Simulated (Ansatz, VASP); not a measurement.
## One calculation of Ge, two programs

File INCAR:

```
SYSTEM = Ge
ALGO     = Normal         ! electronic algorithm
EDIFF    = 1E-6           ! SCF threshold, eV
ENCUT    = 520            ! plane-wave cutoff, eV
GGA      = RE             ! functional
ISIF     = 2              ! what is computed and relaxed
ISMEAR   = -1             ! smearing method
LASPH    = .TRUE.         ! aspherical terms in the spheres
LCHARG   = .FALSE.        ! write CHGCAR
LREAL    = .FALSE.        ! projectors in reciprocal space
LWAVE    = .FALSE.        ! write WAVECAR
NBANDS   = 13             ! bands
NELM     = 60             ! most SCF steps
PREC     = Accurate       ! precision mode
SIGMA    = 0.1            ! smearing width, eV
```

The input KPOINTS:

```
k-points
0
G
  15 15 15
  0 0 0
```

Contents of POSCAR:

```
Ge
1.0
   -1.7666163469      1.7666163469      1.7666163469
    1.7666163469     -1.7666163469      1.7666163469
    1.7666163469      1.7666163469     -1.7666163469
Ge
1
Direct
    0.0000000000      0.0000000000      0.0000000000
```

Input for Ansatz:

```yaml
crystal:
  lattice:
    - [-1.7666163469, 1.7666163469, 1.7666163469]
    - [1.7666163469, -1.7666163469, 1.7666163469]
    - [1.7666163469, 1.7666163469, -1.7666163469]
  atoms:
    - { symbol: Ge, position: [0.0, 0.0, 0.0] }
hamiltonian:
  xc: revpbe
  pseudopotentials:
    kind: paw
    azcp:
      Ge: "pseudopotentials/Ge.paw.azcp"
basis:
  ecutwfc: 420
  fft_grid_basis: typed
kpoints:
  mp_grid: { grid: [15, 15, 15], shift: [0, 0, 0] }
magnetization:
  spin_polarized: false
scf:
  occupations: { method: fermi_dirac, width: 0.1 }
  lower_state_search: "off"
output:
  stress: true
  write_density: true
  write_potential: true
  elf: true
  volumetric_format: npy
```

Alike in both runs: task single point; functional revPBE; k mesh 15 × 15 × 15; occupations fermi-dirac, width 0.1 eV; no spin polarisation.

|  | VASP | Ansatz |
| --- | --- | --- |
| version | VASP 6.6.1 | Ansatz 0.2.0 |
| potentials or method | VASP PAW PBE potentials, release 64 (Ge_d), cutoff 520 eV | plane waves (420 eV) with PAW, scalar-relativistic |
| valence electrons in the cell | 14 | 14 |

|  | VASP | Ansatz | Ansatz less VASP |
| --- | --- | --- | --- |
| pressure (GPa) | -5.6 | -5.5 | +0.11 |

VASP's potentials were made for PBE, not for revPBE. With one functional, cell and mesh, what is left measures potentials, basis and numerics.
